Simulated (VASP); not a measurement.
# CdS (P6_3mc) in VASP: further runs, part 2 of 2

VASP 6.6.1. The steps go on from the part before.

## (3) Relaxation of the atoms, PBEsol (strained cell)

File INCAR:

```
ALGO     = Normal         # electronic algorithm
EDIFF    = 1E-6           # SCF threshold, eV
EDIFFG   = -0.002         # ionic threshold
ENCUT    = 520            # plane-wave cutoff, eV
GGA      = PS             # functional
IBRION   = 2              # ionic algorithm
ISIF     = 2              # what is computed and relaxed
ISMEAR   = 0              # smearing method
LASPH    = T              # aspherical terms in the spheres
LCHARG   = F              # write CHGCAR
LREAL    = F              # projectors in reciprocal space
LWAVE    = F              # write WAVECAR
NELM     = 60             # most SCF steps
NSW      = 60             # ionic steps
PREC     = Accurate       # precision mode
SIGMA    = 0.02           # smearing width, eV
```

File KPOINTS:

```
k-points
0
Gamma
  6 6 4
```

File POSCAR:

```
CdS
1.0
    4.1662911592      0.0000000000      0.0000000000
   -2.0831455796      3.6081139834      0.0000000000
    0.0000000000      0.0000000000      6.6678588815
Cd S
2 2
Direct
    0.3333333333      0.6666666667      0.0001621468
    0.6666666667      0.3333333333      0.5001621468
    0.3333333333      0.6666666667      0.3768378532
    0.6666666667      0.3333333333      0.8768378532
```

Potentials or basis: VASP PAW PBE potentials, release 64 (Cd, S).

Launch:

```sh
$ cat potpaw_PBE.64/Cd/POTCAR potpaw_PBE.64/S/POTCAR > POTCAR
$ mpirun -np 1 vasp_std > vasp.out
```

OUTCAR:

```text
EDIFF = 1E-6
   EDIFFG = -0.002
   ENCUT = 520
   GGA = PS
   IBRION = 2
   ISIF = 2
   ISMEAR = 0
   LASPH = T
   LREAL = F
   NELM = 60
   NSW = 60
   PREC = Accurate

 ion  position               nearest neighbor table
   1  0.333  0.667  0.000-   3 2.51   4 2.54   4 2.54   4 2.54
   2  0.667  0.333  0.500-   4 2.51   3 2.54   3 2.54   3 2.54
   3  0.333  0.667  0.377-   1 2.51   2 2.54   2 2.54   2 2.54
   4  0.667  0.333  0.877-   2 2.51   1 2.54   1 2.54   1 2.54

  LATTYP: Found a hexagonal cell.
 ALAT       =     4.1662911592
 C/A-ratio  =     1.6004303652

  Lattice vectors:

 A1 = (   4.1662911592,   0.0000000000,   0.0000000000)
 A2 = (  -2.0831455796,   3.6081139834,   0.0000000000)
 A3 = (   0.0000000000,   0.0000000000,   6.6678588815)

Analysis of symmetry for initial positions (statically):
=====================================================================
 Subroutine PRICEL returns:
 Original cell was already a primitive cell.

 Routine SETGRP: Setting up the symmetry group for a
 hexagonal supercell.

 Subroutine GETGRP returns: Found 12 space group operations
 (whereof  6 operations were pure point group operations)
 out of a pool of 24 trial point group operations.

The static configuration has the point symmetry C_3v.
 The point group associated with its full space group is C_6v.

Analysis of symmetry for dynamics (positions and initial velocities):
=====================================================================
 Subroutine PRICEL returns:
 Original cell was already a primitive cell.

 Routine SETGRP: Setting up the symmetry group for a
 hexagonal supercell.

 Subroutine GETGRP returns: Found 12 space group operations
 (whereof  6 operations were pure point group operations)
 out of a pool of 24 trial point group operations.

The dynamic configuration has the point symmetry C_3v.
 The point group associated with its full space group is C_6v.

 Subroutine INISYM returns: Found 12 space group operations
 (whereof  6 operations are pure point group operations),
 and found     1 'primitive' translations

----------------------------------------------------------------------------------------

                                     Primitive cell

  volume of cell :     100.2343

  direct lattice vectors                    reciprocal lattice vectors
     4.166291159  0.000000000  0.000000000     0.240021631  0.138576553  0.000000000
    -2.083145580  3.608113983  0.000000000     0.000000000  0.277153107  0.000000000
     0.000000000  0.000000000  6.667858881     0.000000000  0.000000000  0.149973180

  length of vectors
     4.166291159  4.166291159  6.667858881     0.277153107  0.277153107  0.149973180

  position of ions in fractional coordinates (direct lattice)
     0.333333333  0.666666667  0.000162147
     0.666666667  0.333333333  0.500162147
     0.333333333  0.666666667  0.376837853
     0.666666667  0.333333333  0.876837853

  ion indices of the primitive-cell ions
   primitive index   ion index
                 1           1
                 2           2
                 3           3
                 4           4

----------------------------------------------------------------------------------------

 KPOINTS: k-points

Automatic generation of k-mesh.
 Grid dimensions read from file:
 generate k-points for:    6    6    4

 Generating k-lattice:

  Cartesian coordinates                     Fractional coordinates (reciprocal lattice)
     0.040003605  0.023096092  0.000000000     0.166666667  0.000000000  0.000000000
     0.000000000  0.046192184  0.000000000     0.000000000  0.166666667  0.000000000
     0.000000000  0.000000000  0.037493295     0.000000000  0.000000000  0.250000000

  Length of vectors
     0.046192184  0.046192184  0.037493295

  Shift w.r.t. Gamma in fractional coordinates (k-lattice)
     0.000000000  0.000000000  0.000000000

 Subroutine IBZKPT returns following result:
 ===========================================

 Found     21 irreducible k-points:

 Following reciprocal coordinates:
            Coordinates               Weight
  0.000000  0.000000  0.000000      1.000000
  0.166667  0.000000  0.000000      6.000000
  0.333333  0.000000  0.000000      6.000000
  0.500000  0.000000  0.000000      3.000000
  0.166667  0.166667  0.000000      6.000000
  0.333333  0.166667  0.000000     12.000000
[... 13 lines left out ...]
  0.333333  0.166667  0.500000     12.000000
  0.333333  0.333333  0.500000      2.000000
   k-points           NKPTS =     21   k-points in BZ     NKDIM =     21   number of bands    NBANDS=     22
   number of dos      NEDOS =    301   number of ions     NIONS =      4
   total plane-waves  NPLWV =  51200
   dimension x,y,z NGX =    32 NGY =   32 NGZ =   50
   dimension x,y,z NGXF=    64 NGYF=   64 NGZF=  100
   ions per type =               2   2
   NGX,Y,Z   is equivalent  to a cutoff of  12.77, 12.77, 12.47 a.u.
   NGXF,Y,Z  is equivalent  to a cutoff of  25.54, 25.54, 24.93 a.u.
 SYSTEM =  unknown system
   PREC   = accura    normal or accurate (medium, high low for compatibility)
   ISTART =      0    job   : 0-new  1-cont  2-samecut
   ICHARG =      2    charge: 1-file 2-atom 10-const
   ISPIN  =      1    spin polarized calculation?
   LNONCOLLINEAR =      F non collinear calculations
   LSORBIT =      F    spin-orbit coupling
   LASPH  =      T    aspherical Exc in radial PAW
   ENCUT  =  520.0 eV  38.22 Ry    6.18 a.u.   7.75  7.75 12.40*2*pi/ulx,y,z
   NELM   =     60;   NELMIN=  2; NELMDL= -5     # of ELM steps
   EDIFF  = 0.1E-05   stopping-criterion for ELM
   LREAL  =      F    real-space projection
   EDIFFG = -.2E-02   stopping-criterion for IOM
   NSW    =     60    number of steps for IOM
   IBRION =      2    ionic relax: 0-MD 1-quasi-New 2-CG
   NFREE  =      1    steps in history (QN), initial steepest desc. (CG)
   ISIF   =      2    stress and relaxation
   ISYM   =      2    0-nonsym 1-usesym 2-fastsym
   POTIM  = 0.5000    time-step for ionic-motion
   TEBEG  =    0.0;   TEEND  =   0.0 temperature during run
   PSTRESS=    0.0 pullay stress
   NELECT =      36.0000    total number of electrons
   NUPDOWN=      -1.0000    fix difference up-down
   EMIN   =  10.00;   EMAX   =-10.00  energy-range for DOS
   EFERMI =   0.00;   METHOD = LEGACY
   ISMEAR =     0;   SIGMA  =   0.02  broadening in eV -4-tet -1-fermi 0-gaus
   EFERMI_NEDOS =   21; number of points for ismear=-14 and -15
   IALGO  =     38    algorithm
   IMIX   =      4    mixing-type and parameters
     AMIX     =   0.40;   BMIX     =  1.00
     AMIX_MAG =   1.60;   BMIX_MAG =  1.00
  volume/ion in A,a.u.               =      25.06       169.10
  Fermi-wavevector in a.u.,A,eV,Ry     =   1.163689  2.199053 18.424628  1.354172
  Thomas-Fermi vector in A             =   2.300236
   LORBIT       =      0    0 simple, 1 ext, 2 COOP (PROOUT), +10 PAW based schemes
   GGA     = PS    functional components
   LHFCALC =     F    Hartree Fock is set to
   AEXX    =    0.0000 exact exchange contribution
   IVDW    =     0    specifies the selected vdW correction
   LEPSILON=     F    determine dielectric tensor
   LRPA    =     F    only Hartree local field effects (RPA)
 conjugate gradient relaxation of ions
 non-spin polarized calculation
 Gauss-broadening in eV      SIGMA  =   0.02
  energy-cutoff  :      520.00
  volume of cell :      100.23
 maximum number of plane-waves:      2724
 NGX is ok and might be reduce to    32
   NGX = 15   NGY = 15   NGZ = 25

--------------------------------------- Ionic step        1  -------------------------------------------

 number of electron      36.0000006 magnetization

 Free energy of the ion-electron system (eV)
  ---------------------------------------------------
  ext. energy  EPLUGINS =         0.00000000
  ---------------------------------------------------
  free energy    TOTEN  =       -13.62442112 eV

  energy without entropy =      -13.62442112  energy(sigma->0) =      -13.62442112

------------------------ aborting loop because EDIFF is reached ----------------------------------------

  FORCE on cell =-STRESS in cart. coord.  units (eV):
  Direction    XX          YY          ZZ          XY          YZ          ZX
  --------------------------------------------------------------------------------------
  -------------------------------------------------------------------------------------
  Total       -0.5632596     -0.5632596      0.4885429      0.0000000      0.0000000      0.0000000
  in kB       -9.0033252     -9.0033252      7.8090287      0.0000000      0.0000000      0.0000000
  external PRESSURE =      -3.3992072 kB  Pullay stress =       0.0000000 kB
[... 137 lines left out ...]
  energy  without entropy=      -13.6267712990  energy(sigma->0) =      -13.62677130

--------------------------------------- Ionic step        5  -------------------------------------------

 number of electron      36.0000004 magnetization

 Free energy of the ion-electron system (eV)
  ---------------------------------------------------
  ext. energy  EPLUGINS =         0.00000000
  ---------------------------------------------------
  free energy    TOTEN  =       -13.62739749 eV

  energy without entropy =      -13.62739749  energy(sigma->0) =      -13.62739749

 E-fermi :   1.2307     XC(G=0):  -9.3212

 val. band max:        1.1099786628   @ k =   0.0000   0.0000   0.0000
 cond. band min:       2.1973397754   @ k =   0.0000   0.0000   0.0000
 fundamental gap:      1.0873611126
 Fermi energy:         1.2306612965

 k-point     1 :       0.0000    0.0000    0.0000
  band No.  band energies     occupation
      1     -11.1999      2.00000
      2     -10.7539      2.00000
      3      -6.5412      2.00000
      4      -6.5412      2.00000
      5      -6.5358      2.00000
      6      -6.4592      2.00000
[... 545 lines left out ...]
  FREE ENERGIE OF THE ION-ELECTRON SYSTEM (eV)
  ---------------------------------------------------
  free  energy   TOTEN  =       -13.6273974851 eV

  energy  without entropy=      -13.6273974851  energy(sigma->0) =      -13.62739749

 reached required accuracy - stopping structural energy minimisation
```

It took 3.4 min on 1 thread of Oxide Virtual Turin-like, shared host; peak memory 0.2 GiB.

Results:

```yaml
Free_energy: -13.6274 eV
Energy_gained_by_relaxing: 0.7 meV/atom
Ionic_steps: 5
Pressure_after_relaxing: -0.5 GPa
Band_gap_on_the_k_mesh: 1.09 eV
```

The path:
```csv
step,energy change (eV),largest force (eV/Å),pressure (GPa)
1,0.0000,0.1208,-0.34
2,-0.0022,0.0615,-0.45
3,-0.0029,0.0218,-0.46
4,-0.0024,0.0531,-0.46
5,-0.0030,0.0005,-0.46
```

Final structure:
```cif
data_structure
_symmetry_space_group_name_H-M 'P 1'
_symmetry_Int_Tables_number 1
_cell_length_a 4.1663
_cell_length_b 4.1663
_cell_length_c 6.6679
_cell_angle_alpha 90.000
_cell_angle_beta 90.000
_cell_angle_gamma 120.000
_cell_volume 100.23
loop_
_atom_site_label
_atom_site_type_symbol
_atom_site_fract_x
_atom_site_fract_y
_atom_site_fract_z
_atom_site_occupancy
Cd1 Cd 0.33333 0.66667 0.99832 1
Cd2 Cd 0.66667 0.33333 0.49832 1
S1 S 0.33333 0.66667 0.37868 1
S2 S 0.66667 0.33333 0.87868 1
```

Caveat: the cell differs from its parent crystal (strained cell); the PAW data sets were made with another functional, which shifts forces and pressure a little.
